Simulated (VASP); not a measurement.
# Au (Im-3m) in VASP: further runs

The runs below take Au through single point, with r2SCAN.

Everything below comes from runs of VASP 6.6.1. Logs are shortened: lines on timing, memory, paths and dates and some standing lists are left out, and cuts for length are marked.

## (1) The cell of the first run

It takes space group Im-3m (No. 229, cubic). Conventional cell: a = 3.242 Å, b = 3.242 Å, c = 3.242 Å, α = 90.00°, β = 90.00°, γ = 90.00°. Within 3.7 Å of Au (site symmetry m-3m) lie 14 Au at 2.81 to 3.24 Å.

## (2) Single point, r2SCAN (volume scaled by 0.97)

Contents of POSCAR:

```
Au
1.0
   -1.6211445481      1.6211445481      1.6211445481
    1.6211445481     -1.6211445481      1.6211445481
    1.6211445481      1.6211445481     -1.6211445481
Au
1
Direct
    0.0000000000      0.0000000000      0.0000000000
```

Contents of INCAR.step1:

```
  ALGO = Normal
  EDIFF = 1E-4
  ENCUT = 520
  GGA = PE
  ISMEAR = 0
  LASPH = True
  LCHARG = False
  LREAL = False
  LWAVE = True
  NBANDS = 12
  NELM = 60
  PREC = Accurate
  SIGMA = 0.1
```

Contents of INCAR.step2:

```
  ALGO = Normal
  EDIFF = 1E-7
  ENCUT = 520
  ISIF = 2
  ISMEAR = 0
  ISTART = 1
  LASPH = True
  LCHARG = False
  LMIXTAU = True
  LREAL = False
  LWAVE = False
  METAGGA = R2SCAN
  NBANDS = 12
  NELM = 60
  PREC = Accurate
  SIGMA = 0.1
```

Contents of KPOINTS:

```
k-points
0
Gamma
  18 18 18
```

Potentials or basis: VASP PAW PBE potentials, release 64 (Au).

The run is started by

```sh
$ cat potpaw_PBE.64/Au/POTCAR > POTCAR
$ cp INCAR.step1 INCAR
$ mpirun -np 1 vasp_std > vasp.out
$ cp INCAR.step2 INCAR
$ mpirun -np 1 vasp_std > vasp.out
```

OUTCAR:

```text
EDIFF = 1E-7
   ENCUT = 520
   ISIF = 2
   ISMEAR = 0
   ISTART = 1
   LASPH = True
   LREAL = False
   METAGGA = R2SCAN
   NELM = 60
   PREC = Accurate

 ion  position               nearest neighbor table
   1  0.000  0.000  0.000-

  LATTYP: Found a body centered cubic cell.
 ALAT       =     3.2422890962

  Lattice vectors:

 A1 = (  -1.6211445481,   1.6211445481,   1.6211445481)
 A2 = (   1.6211445481,  -1.6211445481,   1.6211445481)
 A3 = (   1.6211445481,   1.6211445481,  -1.6211445481)

Analysis of symmetry for initial positions (statically):
=====================================================================
 Subroutine PRICEL returns:
 Original cell was already a primitive cell.

 Routine SETGRP: Setting up the symmetry group for a
 body centered cubic supercell.

 Subroutine GETGRP returns: Found 48 space group operations
 (whereof 48 operations were pure point group operations)
 out of a pool of 48 trial point group operations.

The static configuration has the point symmetry O_h .

Analysis of symmetry for dynamics (positions and initial velocities):
=====================================================================
 Subroutine PRICEL returns:
 Original cell was already a primitive cell.

 Routine SETGRP: Setting up the symmetry group for a
 body centered cubic supercell.

 Subroutine GETGRP returns: Found 48 space group operations
 (whereof 48 operations were pure point group operations)
 out of a pool of 48 trial point group operations.

The dynamic configuration has the point symmetry O_h .

 Subroutine INISYM returns: Found 48 space group operations
 (whereof 48 operations are pure point group operations),
 and found     1 'primitive' translations

----------------------------------------------------------------------------------------

                                     Primitive cell

  volume of cell :      17.0422

  direct lattice vectors                    reciprocal lattice vectors
    -1.621144548  1.621144548  1.621144548     0.000000000  0.308424070  0.308424070
     1.621144548 -1.621144548  1.621144548     0.308424070  0.000000000  0.308424070
     1.621144548  1.621144548 -1.621144548     0.308424070  0.308424070  0.000000000

  length of vectors
     2.807904724  2.807904724  2.807904724     0.436177503  0.436177503  0.436177503

  position of ions in fractional coordinates (direct lattice)
     0.000000000  0.000000000  0.000000000

  ion indices of the primitive-cell ions
   primitive index   ion index
                 1           1

----------------------------------------------------------------------------------------

 KPOINTS: k-points

Automatic generation of k-mesh.
 Grid dimensions read from file:
 generate k-points for:   18   18   18

 Generating k-lattice:

  Cartesian coordinates                     Fractional coordinates (reciprocal lattice)
     0.000000000  0.017134671  0.017134671     0.055555556  0.000000000  0.000000000
     0.017134671  0.000000000  0.017134671     0.000000000  0.055555556  0.000000000
     0.017134671  0.017134671  0.000000000     0.000000000  0.000000000  0.055555556

  Length of vectors
     0.024232084  0.024232084  0.024232084

  Shift w.r.t. Gamma in fractional coordinates (k-lattice)
     0.000000000  0.000000000  0.000000000

 Subroutine IBZKPT returns following result:
 ===========================================

 Found    195 irreducible k-points:

 Following reciprocal coordinates:
            Coordinates               Weight
  0.000000  0.000000  0.000000      1.000000
  0.055556  0.000000  0.000000     12.000000
  0.111111  0.000000  0.000000     12.000000
  0.166667  0.000000  0.000000     12.000000
  0.222222  0.000000  0.000000     12.000000
  0.277778  0.000000  0.000000     12.000000
[... 16 lines left out ...]
  0.333333  0.111111  0.000000     48.000000
  0.388889  0.111111  0.000000     48.000000
 [... further k-points ...]
   k-points           NKPTS =    195   k-points in BZ     NKDIM =    195   number of bands    NBANDS=     12
   number of dos      NEDOS =    301   number of ions     NIONS =      1
   total plane-waves  NPLWV =  13824
   dimension x,y,z NGX =    24 NGY =   24 NGZ =   24
   dimension x,y,z NGXF=    48 NGYF=   48 NGZF=   48
   ions per type =               1
   NGX,Y,Z   is equivalent  to a cutoff of  14.21, 14.21, 14.21 a.u.
   NGXF,Y,Z  is equivalent  to a cutoff of  28.42, 28.42, 28.42 a.u.
 SYSTEM =  unknown system
   PREC   = accura    normal or accurate (medium, high low for compatibility)
   ISTART =      1    job   : 0-new  1-cont  2-samecut
   ICHARG =      0    charge: 1-file 2-atom 10-const
   ISPIN  =      1    spin polarized calculation?
   LNONCOLLINEAR =      F non collinear calculations
   LSORBIT =      F    spin-orbit coupling
   LASPH  =      T    aspherical Exc in radial PAW
   ENCUT  =  520.0 eV  38.22 Ry    6.18 a.u.   5.22  5.22  5.22*2*pi/ulx,y,z
   NELM   =     60;   NELMIN=  2; NELMDL=  0     # of ELM steps
   EDIFF  = 0.1E-06   stopping-criterion for ELM
   LREAL  =      F    real-space projection
   EDIFFG = 0.1E-05   stopping-criterion for IOM
   NSW    =      0    number of steps for IOM
   IBRION =     -1    ionic relax: 0-MD 1-quasi-New 2-CG
   NFREE  =      0    steps in history (QN), initial steepest desc. (CG)
   ISIF   =      2    stress and relaxation
   ISYM   =      2    0-nonsym 1-usesym 2-fastsym
   POTIM  = 0.5000    time-step for ionic-motion
   TEBEG  =    0.0;   TEEND  =   0.0 temperature during run
   PSTRESS=    0.0 pullay stress
   NELECT =      11.0000    total number of electrons
   NUPDOWN=      -1.0000    fix difference up-down
   EMIN   =  10.00;   EMAX   =-10.00  energy-range for DOS
   EFERMI =   0.00;   METHOD = LEGACY
   ISMEAR =     0;   SIGMA  =   0.10  broadening in eV -4-tet -1-fermi 0-gaus
   EFERMI_NEDOS =   21; number of points for ismear=-14 and -15
   IALGO  =     38    algorithm
   IMIX   =      4    mixing-type and parameters
     AMIX     =   0.40;   BMIX     =  1.00
     AMIX_MAG =   1.60;   BMIX_MAG =  1.00
  volume/ion in A,a.u.               =      17.04       115.01
  Fermi-wavevector in a.u.,A,eV,Ry     =   1.414807  2.673598 27.234509  2.001680
  Thomas-Fermi vector in A             =   2.536311
   LORBIT       =      0    0 simple, 1 ext, 2 COOP (PROOUT), +10 PAW based schemes
   METAGGA = R2SCAN    functional components
   LHFCALC =     F    Hartree Fock is set to
   AEXX    =    0.0000 exact exchange contribution
   IVDW    =     0    specifies the selected vdW correction
   LEPSILON=     F    determine dielectric tensor
   LRPA    =     F    only Hartree local field effects (RPA)
 non-spin polarized calculation
 Gauss-broadening in eV      SIGMA  =   0.10
  energy-cutoff  :      520.00
  volume of cell :       17.04
 maximum number of plane-waves:       472
 NGX is ok and might be reduce to    24
   NGX = 11   NGY = 11   NGZ = 11

 number of electron      11.0000001 magnetization

 Free energy of the ion-electron system (eV)
  ---------------------------------------------------
  ext. energy  EPLUGINS =         0.00000000
  ---------------------------------------------------
  free energy    TOTEN  =       -50.56599836 eV

  energy without entropy =      -50.56549192  energy(sigma->0) =      -50.56574514

 E-fermi :   9.4118     XC(G=0): -13.6281

 val. band max:        9.3644162090   @ k =   0.3889   0.0556   0.0556
 cond. band min:       9.4911647306   @ k =  -0.3333   0.3333   0.3333
 fundamental gap:      0.1267485216
 Fermi energy:         9.4118192042

 k-point     1 :       0.0000    0.0000    0.0000
  band No.  band energies     occupation
      1      -0.7510      2.00000
      2       4.1770      2.00000
      3       4.1770      2.00000
      4       4.1770      2.00000
      5       6.1604      2.00000
      6       6.1604      2.00000
      7      26.7601      0.00000
      8      26.7601      0.00000
      9      26.7601      0.00000
     10      34.6347      0.00000
     11      34.6347      0.00000
     12      34.6347      0.00000

 k-point     2 :       0.0556    0.0000    0.0000
  band No.  band energies     occupation
      1      -0.6323      2.00000
      2       4.1396      2.00000
      3       4.1813      2.00000
      4       4.2612      2.00000
      5       6.1149      2.00000
      6       6.1627      2.00000
      7      26.7507      0.00000
      8      26.7927      0.00000
      9      26.9108      0.00000
     10      33.1918      0.00000
     11      33.2946      0.00000
     12      34.2035      0.00000

 k-point     3 :       0.1111    0.0000    0.0000
  band No.  band energies     occupation
      1      -0.2859      2.00000
      2       4.0332      2.00000
      3       4.1909      2.00000
      4       4.5090      2.00000
      5       6.0031      2.00000
      6       6.1706      2.00000
      7      26.5057      0.00000
      8      26.7806      0.00000
      9      27.3502      0.00000
     10      31.4464      0.00000
     11      31.8287      0.00000
     12      33.0454      0.00000

 k-point     4 :       0.1667    0.0000    0.0000
  band No.  band energies     occupation
      1       0.2525      2.00000
      2       3.8744      2.00000
      3       4.2093      2.00000
      4       4.9065      2.00000
      5       5.8874      2.00000
      6       6.1859      2.00000
      7      25.3817      0.00000
      8      26.4217      0.00000
      9      28.0411      0.00000
     10      30.3890      0.00000
     11      31.2707      0.00000
     12      31.4435      0.00000

 k-point     5 :       0.2222    0.0000    0.0000
  band No.  band energies     occupation
      1       0.8960      2.00000
      2       3.6862      2.00000
      3       4.2936      2.00000
      4       5.4282      2.00000
      5       5.8300      2.00000
      6       6.2104      2.00000
      7      23.2906      0.00000
      8      25.6080      0.00000
      9      28.9224      0.00000
     10      29.6607      0.00000
     11      30.3325      0.00000
     12      31.6641      0.00000
[... 228 lines left out ...]
      1       1.7669      2.00000
      2       3.5645      2.00000
      3       4.1777      2.00000
      4       5.7462      2.00000
      5       6.2996      2.00000
      6       6.6087      2.00000
      7      20.8551      0.00000
      8      23.8281      0.00000
      9      26.1174      0.00000
     10      29.3569      0.00000
     11      32.7257      0.00000
     12      33.5984      0.00000

 k-point    22 :       0.2778    0.1111    0.0000
  band No.  band energies     occupation
      1       2.0633      2.00000
      2       3.3945      2.00000
      3       4.6996      2.00000
      4       5.8480      2.00000
      5       6.3750      2.00000
      6       7.4367      2.00000
      7      18.4017      0.00000
      8      22.9810      0.00000
      9      25.0401      0.00000
     10      30.2221      0.00000
     11      33.2890      0.00000
     12      33.7956      0.00000

 k-point    23 :       0.3333    0.1111    0.0000
  band No.  band energies     occupation
      1       2.1123      2.00000
      2       3.2636      2.00000
      3       5.3420      2.00000
      4       5.9881      2.00000
      5       6.5294      2.00000
      6       8.4140      2.00000
      7      16.0837      0.00000
      8      22.2659      0.00000
      9      24.1506      0.00000
     10      31.0185      0.00000
     11      33.5786      0.00000
     12      33.7100      0.00000

 k-point    24 :       0.3889    0.1111    0.0000
  band No.  band energies     occupation
      1       2.0800      2.00000
      2       3.1818      2.00000
      3       5.7341      2.00000
      4       6.0304      2.00000
      5       6.8721      2.00000
      6       9.5485      0.05329
      7      14.0526      0.00000
      8      21.7709      0.00000
      9      23.5720      0.00000
     10      31.6365      0.00000
     11      33.3416      0.00000
     12      33.7821      0.00000

 [... further k-points ...]
[... 5 lines left out ...]
  --------------------------------------------------------------------------------------
  -------------------------------------------------------------------------------------
  Total        0.5756765      0.5756765      0.5756765     -0.0000000     -0.0000000      0.0000000
  in kB       54.1207627     54.1207627     54.1207627     -0.0000000     -0.0000000      0.0000000
  external PRESSURE =      54.1207627 kB  Pullay stress =       0.0000000 kB

 VOLUME and BASIS-vectors are now :
 -----------------------------------------------------------------------------
  energy-cutoff  :      520.00
  volume of cell :       17.04
      direct lattice vectors                 reciprocal lattice vectors
    -1.621144548  1.621144548  1.621144548     0.000000000  0.308424070  0.308424070
     1.621144548 -1.621144548  1.621144548     0.308424070  0.000000000  0.308424070
     1.621144548  1.621144548 -1.621144548     0.308424070  0.308424070  0.000000000

 POSITION                                       TOTAL-FORCE (eV/Angst)
 -----------------------------------------------------------------------------------
      0.00000      0.00000      0.00000         0.000000      0.000000      0.000000
 -----------------------------------------------------------------------------------
    total drift:                                0.000000      0.000000      0.000000

  FREE ENERGIE OF THE ION-ELECTRON SYSTEM (eV)
  ---------------------------------------------------
  free  energy   TOTEN  =       -50.5659983603 eV

  energy  without entropy=      -50.5654919205  energy(sigma->0) =      -50.56574514
```

Wall time 47 s (1 thread of Intel Xeon 6975P-C (Granite Rapids), shared host); peak memory 0.17 GiB.

Results:

```yaml
Free_energy: -50.5660 eV
Pressure: 5.4 GPa
```

Levels at points of the mesh, in eV from the Fermi level:
```tsv
k point	band 2	band 3	band 4	band 5	band 6	band 7	band 8	band 9	band 10	band 11
(0.00, 0.00, 0.00)	-5.23	-5.23	-5.23	-3.25	-3.25	17.35	17.35	17.35	25.22	25.22
(0.50, 0.00, 0.00)	-6.35	-3.40	-3.06	-1.63	-0.55	3.62	13.03	14.46	22.74	23.08
(0.50, 0.50, 0.50)	-7.22	-2.03	-2.03	-2.03	6.58	6.58	6.58	10.09	16.66	16.66
```

Caveat: the PAW data sets were made with another functional, which shifts forces and pressure a little; spin-orbit coupling is left out, which moves the levels of the heavy elements.

## (3) Single point, r2SCAN (volume scaled by 1.03)

Contents of POSCAR:

```
Au
1.0
   -1.6539037691      1.6539037691      1.6539037691
    1.6539037691     -1.6539037691      1.6539037691
    1.6539037691      1.6539037691     -1.6539037691
Au
1
Direct
    0.0000000000      0.0000000000      0.0000000000
```

Contents of INCAR.step1:

```
PREC     = Accurate       # precision mode
ENCUT    = 520            # plane-wave cutoff, eV
ISMEAR   = 0              # smearing method
SIGMA    = 0.1            # smearing width, eV
LREAL    = False          # projectors in reciprocal space
LASPH    = True           # aspherical terms in the spheres
NELM     = 100            # most SCF steps
NBANDS   = 12             # bands
GGA      = PE             # functional
ALGO     = Normal         # electronic algorithm
EDIFF    = 1E-4           # SCF threshold, eV
LWAVE    = True           # write WAVECAR
LCHARG   = False          # write CHGCAR
```

Contents of INCAR.step2:

```
PREC     = Accurate       # precision mode
ENCUT    = 520            # plane-wave cutoff, eV
EDIFF    = 1E-7           # SCF threshold, eV
ISMEAR   = 0              # smearing method
SIGMA    = 0.1            # smearing width, eV
LREAL    = False          # projectors in reciprocal space
LASPH    = True           # aspherical terms in the spheres
NELM     = 100            # most SCF steps
ALGO     = Normal         # electronic algorithm
ISIF     = 2              # what is computed and relaxed
LWAVE    = False          # write WAVECAR
LCHARG   = True           # write CHGCAR
METAGGA  = R2SCAN         # meta-GGA
LMIXTAU  = True         
LELF     = True           # ELF
LVHAR    = True         
NBANDS   = 12             # bands
ISTART   = 1
```

Contents of KPOINTS:

```
regular mesh
0
Gamma
  18 18 18
```

Potentials or basis: VASP PAW PBE potentials, release 64 (Au).

The run is started by

```sh
$ cat potpaw_PBE.64/Au/POTCAR > POTCAR
$ cp INCAR.step1 INCAR
$ mpirun -np 1 vasp_std > vasp.out
$ cp INCAR.step2 INCAR
$ mpirun -np 1 vasp_std > vasp.out
```

Run time: 52 s. Hardware: 1 thread of Intel Xeon 6975P-C (Granite Rapids), shared host; peak memory 0.17 GiB.

The run converged. Its results:

```yaml
Free_energy: -50.5693 eV
Pressure: -3.9 GPa
```

Levels at points of the mesh, in eV from the Fermi level:
| k point | band 1 | band 2 | band 3 | band 4 | band 5 | band 6 | band 7 | band 8 | band 9 | band 10 |
| --- | --- | --- | --- | --- | --- | --- | --- | --- | --- | --- |
| (0.00, 0.00, 0.00) | -9.54 | -4.93 | -4.93 | -4.93 | -3.13 | -3.13 | 17.29 | 17.29 | 17.29 | 24.04 |
| (0.50, 0.00, 0.00) | -7.09 | -5.93 | -3.27 | -2.97 | -1.68 | -0.31 | 3.23 | 12.94 | 13.97 | 21.78 |
| (0.50, 0.50, 0.50) | -6.69 | -6.69 | -2.04 | -2.04 | -2.04 | 6.48 | 6.48 | 6.48 | 9.30 | 15.97 |

Caveat: the PAW data sets were made with another functional, which shifts forces and pressure a little; spin-orbit coupling is left out, which moves the levels of the heavy elements.
